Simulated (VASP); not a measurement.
# LiIn4 (P-3m1) in VASP: notebook, part 3 of 3

VASP 6.6.1. Earlier steps stand in the parts before.

## Step 4: Relaxation of cell and atoms, PBE

Input file INCAR:

```
SYSTEM = LiIn4
PREC = Accurate ; ENCUT = 600
EDIFF = 1E-7 ; ISMEAR = 0
SIGMA = 0.1 ; LREAL = .False.
LASPH = .True. ; NELM = 60
ALGO = Normal ; ISIF = 3
LWAVE = .False. ; LCHARG = .False.
GGA = PE ; IBRION = 2
NSW = 90 ; EDIFFG = -0.04
```

Input file KPOINTS:

```
Automatic mesh
0
Gamma
  6 6 2
  0 0 0
```

Input file POSCAR:

```
LiIn4
1.0
    3.3879757700      0.0000000000      0.0000000000
   -1.6939878900      2.9340730900      0.0000000000
    0.0000000000      0.0000000000     12.6736354400
Li In
1 4
Direct
    0.0000000000      0.0000000000      0.5000000000
    0.3333333300      0.6666666700      0.8979436000
    0.6666666700      0.3333333300      0.1020564000
    0.3333333300      0.6666666700      0.3061691900
    0.6666666700      0.3333333300      0.6938308100
```

Potentials or basis: VASP PAW PBE potentials, release 64 (Li_sv, In_d).

Command:

```sh
> cat potpaw_PBE.64/Li_sv/POTCAR potpaw_PBE.64/In_d/POTCAR > POTCAR
> mpirun -np 1 vasp_std > vasp.out
```

OUTCAR:

```text
SYSTEM = LiIn4
   PREC = Accurate
   ENCUT = 600
   EDIFF = 1E-7
   ISMEAR = 0
   LREAL = .False.
   LASPH = .True.
   NELM = 60
   ISIF = 3
   GGA = PE
   IBRION = 2
   NSW = 90
   EDIFFG = -0.04

 ion  position               nearest neighbor table
   1  0.000  0.000  0.500-   4 3.14   5 3.14   5 3.14   4 3.14   5 3.14   4 3.14
   2  0.333  0.667  0.898-   5 3.24   5 3.24   5 3.24   3 3.24   3 3.24   3 3.24
   3  0.667  0.333  0.102-   4 3.24   4 3.24   4 3.24   2 3.24   2 3.24   2 3.24
   4  0.333  0.667  0.306-   1 3.14   1 3.14   1 3.14   3 3.24   3 3.24   3 3.24
   5  0.667  0.333  0.694-   1 3.14   1 3.14   1 3.14   2 3.24   2 3.24   2 3.24

  LATTYP: Found a hexagonal cell.
 ALAT       =     3.3879757700
 C/A-ratio  =     3.7407692086

  Lattice vectors:

 A1 = (   3.3879757700,   0.0000000000,   0.0000000000)
 A2 = (  -1.6939878900,   2.9340730900,   0.0000000000)
 A3 = (   0.0000000000,   0.0000000000,  12.6736354400)

Analysis of symmetry for initial positions (statically):
=====================================================================
 Subroutine PRICEL returns:
 Original cell was already a primitive cell.

 Routine SETGRP: Setting up the symmetry group for a
 hexagonal supercell.

 Subroutine GETGRP returns: Found 12 space group operations
 (whereof 12 operations were pure point group operations)
 out of a pool of 24 trial point group operations.

The static configuration has the point symmetry D_3d.

Analysis of symmetry for dynamics (positions and initial velocities):
=====================================================================
 Subroutine PRICEL returns:
 Original cell was already a primitive cell.

 Routine SETGRP: Setting up the symmetry group for a
 hexagonal supercell.

 Subroutine GETGRP returns: Found 12 space group operations
 (whereof 12 operations were pure point group operations)
 out of a pool of 24 trial point group operations.

[... 101 lines left out ...]
   ISIF   =      3    stress and relaxation
   ISYM   =      2    0-nonsym 1-usesym 2-fastsym
   POTIM  = 0.5000    time-step for ionic-motion
   TEBEG  =    0.0;   TEEND  =   0.0 temperature during run
   PSTRESS=    0.0 pullay stress
   NELECT =      55.0000    total number of electrons
   NUPDOWN=      -1.0000    fix difference up-down
   EMIN   =  10.00;   EMAX   =-10.00  energy-range for DOS
   EFERMI =   0.00;   METHOD = LEGACY
   ISMEAR =     0;   SIGMA  =   0.10  broadening in eV -4-tet -1-fermi 0-gaus
   EFERMI_NEDOS =   21; number of points for ismear=-14 and -15
   IALGO  =     38    algorithm
   IMIX   =      4    mixing-type and parameters
     AMIX     =   0.40;   BMIX     =  1.00
     AMIX_MAG =   1.60;   BMIX_MAG =  1.00
  volume/ion in A,a.u.               =      25.20       170.04
  Fermi-wavevector in a.u.,A,eV,Ry     =   1.241914  2.346877 20.984957  1.542351
  Thomas-Fermi vector in A             =   2.376291
   LORBIT       =      0    0 simple, 1 ext, 2 COOP (PROOUT), +10 PAW based schemes
   GGA     = PE    functional components
   LHFCALC =     F    Hartree Fock is set to
   AEXX    =    0.0000 exact exchange contribution
   IVDW    =     0    specifies the selected vdW correction
   LEPSILON=     F    determine dielectric tensor
   LRPA    =     F    only Hartree local field effects (RPA)
 conjugate gradient relaxation of ions
 non-spin polarized calculation
 Gauss-broadening in eV      SIGMA  =   0.10
  energy-cutoff  :      600.00
  volume of cell :      125.98
 maximum number of plane-waves:      4226
 NGX is ok and might be reduce to    28
   NGX = 13   NGY = 13   NGZ = 51

--------------------------------------- Ionic step        1  -------------------------------------------

 number of electron      55.0000015 magnetization

 Free energy of the ion-electron system (eV)
  ---------------------------------------------------
  ext. energy  EPLUGINS =         0.00000000
  ---------------------------------------------------
  free energy    TOTEN  =       -12.49419088 eV

  energy without entropy =      -12.47797378  energy(sigma->0) =      -12.48608233

------------------------ aborting loop because EDIFF is reached ----------------------------------------

  FORCE on cell =-STRESS in cart. coord.  units (eV):
  Direction    XX          YY          ZZ          XY          YZ          ZX
  --------------------------------------------------------------------------------------
  -------------------------------------------------------------------------------------
  Total        0.3166819      0.3166819      1.2926496     -0.0000000      0.0000000      0.0000000
  in kB        4.0273683      4.0273683     16.4391348     -0.0000000      0.0000000      0.0000000
  external PRESSURE =       8.1646238 kB  Pullay stress =       0.0000000 kB
[... 299 lines left out ...]
--------------------------------------- Ionic step        9  -------------------------------------------

 number of electron      55.0000007 magnetization

 Free energy of the ion-electron system (eV)
  ---------------------------------------------------
  ext. energy  EPLUGINS =         0.00000000
  ---------------------------------------------------
  free energy    TOTEN  =       -12.57162668 eV

  energy without entropy =      -12.55740274  energy(sigma->0) =      -12.56451471

 E-fermi :   6.1827     XC(G=0):  -9.6764

 val. band max:        6.0416821726   @ k =   0.1667   0.1667   0.5000
 cond. band min:       6.2142882749   @ k =   0.3333   0.1667   0.0000
 fundamental gap:      0.1726061023
 Fermi energy:         6.1826751361

 k-point     1 :       0.0000    0.0000    0.0000
  band No.  band energies     occupation
      1     -40.5449      2.00000
      2      -8.4070      2.00000
      3      -8.3634      2.00000
      4      -8.3627      2.00000
      5      -8.3627      2.00000
      6      -8.3522      2.00000
[... 525 lines left out ...]
  FREE ENERGIE OF THE ION-ELECTRON SYSTEM (eV)
  ---------------------------------------------------
  free  energy   TOTEN  =       -12.5716266822 eV

  energy  without entropy=      -12.5574027413  energy(sigma->0) =      -12.56451471

 reached required accuracy - stopping structural energy minimisation
```

CONTCAR:

```text
LiIn4
   1.00000000000000
     3.3895293386685230    0.0000000000015003   -0.0000000000000000
    -1.6947646743352560    2.9354185199323650    0.0000000000000000
    -0.0000000000000001    0.0000000000000000   12.7266525764298386
  Li              In
     1     4
Direct
     1.0000000000000000    0.0000000000000000    0.5000000000000000
     0.3333333300000021    0.6666666699999979    0.8951107721667110
     0.6666666699999979    0.3333333300000021    0.1048892278332890
     0.3333333300000021    0.6666666699999979    0.3196281279887533
     0.6666666699999979    0.3333333300000021    0.6803718720112468

  0.00000000E+00  0.00000000E+00  0.00000000E+00
  0.00000000E+00  0.00000000E+00  0.00000000E+00
  0.00000000E+00  0.00000000E+00  0.00000000E+00
  0.00000000E+00  0.00000000E+00  0.00000000E+00
  0.00000000E+00  0.00000000E+00  0.00000000E+00
```

It took 12 min on 1 thread of Intel Xeon Platinum 8488C (Sapphire Rapids), shared host; peak memory 0.3 GiB.

What came out:

```
Free energy                           : -12.5716 eV
Relaxed volume                        : 25.33 Å³/atom
Relaxed cell                          : a = 3.390 Å, b = 3.390 Å, c = 12.727 Å, α = 90.00°, β = 90.00°, γ = 120.00°
Space group after relaxing (to 0.1 Å) : P-3m1 (No. 164)
Energy gained by relaxing             : 15.5 meV/atom
Ionic steps                           : 9
Pressure after relaxing               : 0.0 GPa
Largest force after relaxing          : 0.021 eV/Å
Band gap on the k mesh                : zero (an odd number of electrons rules out a gap without spin polarisation)
```

Forces on the atoms (eV/Å):
```
Li   0.000  0.000  0.000
In   0.000  0.000 -0.021
In   0.000  0.000  0.021
In   0.000  0.000 -0.001
In   0.000  0.000  0.001
```

Step by step:
```csv
step,energy change (eV),largest force (eV/Å),pressure (GPa),volume (Å³)
1,0.0000,0.4642,0.82,125.98
2,-0.0296,0.3318,0.06,128.34
3,-0.0382,0.2211,-0.57,130.46
4,-0.0496,0.1812,-0.34,129.15
5,-0.0607,0.1349,0.20,126.48
6,-0.0697,0.1054,0.13,126.57
7,-0.0752,0.0619,-0.04,126.75
8,-0.0755,0.0674,-0.02,126.72
9,-0.0774,0.0212,-0.03,126.63
```

Final structure:
```cif
data_structure
_symmetry_space_group_name_H-M 'P 1'
_symmetry_Int_Tables_number 1
_cell_length_a 3.3895
_cell_length_b 3.3895
_cell_length_c 12.7267
_cell_angle_alpha 90.000
_cell_angle_beta 90.000
_cell_angle_gamma 120.000
_cell_volume 126.63
loop_
_atom_site_label
_atom_site_type_symbol
_atom_site_fract_x
_atom_site_fract_y
_atom_site_fract_z
_atom_site_occupancy
Li1 Li 0.00000 0.00000 0.50000 1
In1 In 0.33333 0.66667 0.89511 1
In2 In 0.66667 0.33333 0.10489 1
In3 In 0.33333 0.66667 0.31963 1
In4 In 0.66667 0.33333 0.68037 1
```

Caveat: the cutoff is under 1.25 times the usual one of these potentials, so pressure, stress and relaxed cells hold a basis-set (Pulay) error; spin-orbit coupling is left out, which moves the levels of the heavy elements.

## Step 5: Single point, PBE

This run uses another cell than the first one, of 25.29 Å³/atom.

Input file INCAR:

```
SYSTEM = LiIn4
  ALGO = Fast
  EDIFF = 1E-6
  ENCUT = 520
  GGA = PE
  ISIF = 2
  ISMEAR = 0
  LASPH = .TRUE.
  LCHARG = .FALSE.
  LREAL = .FALSE.
  LWAVE = .FALSE.
  NBANDS = 36
  NELM = 80
  PREC = Accurate
  SIGMA = 0.1
```

Input file KPOINTS:

```
k-points
0
G
  12 12 4
  0 0 0
```

Input file POSCAR:

```
LiIn4
1.0
    3.3852718326      0.0000000000      0.0000000000
   -1.6926359163      2.9317314057      0.0000000000
    0.0000000000      0.0000000000     12.7415620036
Li In
1 4
Direct
    0.0000000000      0.0000000000      0.5000000000
    0.3333333333      0.6666666667      0.8930386280
    0.6666666667      0.3333333333      0.1069613720
    0.3333333333      0.6666666667      0.3188019726
    0.6666666667      0.3333333333      0.6811980274
```

Command:

```sh
> cat potpaw_PBE.64/Li_sv/POTCAR potpaw_PBE.64/In_d/POTCAR > POTCAR
> mpirun -np 1 vasp_std > vasp.out
```

Run time: 17 min. Hardware: 1 thread of Intel Xeon Platinum 8488C (Sapphire Rapids), shared host; peak memory 0.42 GiB.

The run converged. Its results:

- Free energy: -12.4749 eV
- Band gap on the k mesh: zero (an odd number of electrons rules out a gap without spin polarisation)

Forces in eV/Å, atoms in the order of the input:
```
Li   0.000  0.000  0.000
In   0.000  0.000 -0.002
In   0.000  0.000  0.002
In   0.000  0.000  0.001
In   0.000  0.000 -0.001
```

Levels at points of the mesh, in eV from the Fermi level:
```
           k point  band 24  band 25  band 26  band 27  band 28  band 29  band 30  band 31
(0.00, 0.00, 0.00)    -7.29    -5.36    -3.29     0.09     1.37     6.99     7.51     8.11
(0.50, 0.00, 0.00)    -3.87    -3.48    -2.77    -2.09    -0.85    -0.49     0.28     2.42
(0.00, 0.00, 0.50)    -7.06    -5.74    -2.44    -1.36     3.35     4.33     8.10     8.10
(0.50, 0.00, 0.50)    -3.86    -3.41    -2.44    -1.98    -1.63    -0.65     1.79     1.90
```

Caveat: the cutoff is under 1.25 times the usual one of these potentials, so pressure, stress and relaxed cells hold a basis-set (Pulay) error; spin-orbit coupling is left out, which moves the levels of the heavy elements.

## Step 6: Summary

| task | cell | k mesh | cutoff (eV) | gap on the mesh (eV) | largest force (eV/Å) |
| --- | --- | --- | --- | --- | --- |
| single point | a = 3.388, b = 3.388, c = 12.674 Å, angles 90.0, 90.0, 120.0°, 5 atoms, atomic positions A | 6 × 6 × 2 | 520 | none | 0.47 |
| single point | a = 3.389, b = 3.389, c = 12.739 Å, angles 90.0, 90.0, 120.0°, 5 atoms, atomic positions B | 6 × 6 × 2 | 520 | none | 0.01 |
| relaxation of cell and atoms | relaxed from a = 3.388, b = 3.388, c = 12.674 Å, angles 90.0, 90.0, 120.0°, 5 atoms, atomic positions A | 6 × 6 × 2 | 600 | none | 0.02 |
| single point | a = 3.385, b = 3.385, c = 12.742 Å, angles 90.0, 90.0, 120.0°, 5 atoms, atomic positions C | 12 × 12 × 4 | 520 | none | - |

Alike in all rows: level PBE; potentials or basis VASP PAW PBE potentials, release 64 (Li_sv, In_d); no spin polarisation; smearing gaussian 0.1 eV.

Caveats: the cutoff is under 1.25 times the usual one of these potentials, so pressure, stress and relaxed cells hold a basis-set (Pulay) error; spin-orbit coupling is left out, which moves the levels of the heavy elements.

Absolute energies hang on the potentials; compare differences alone.
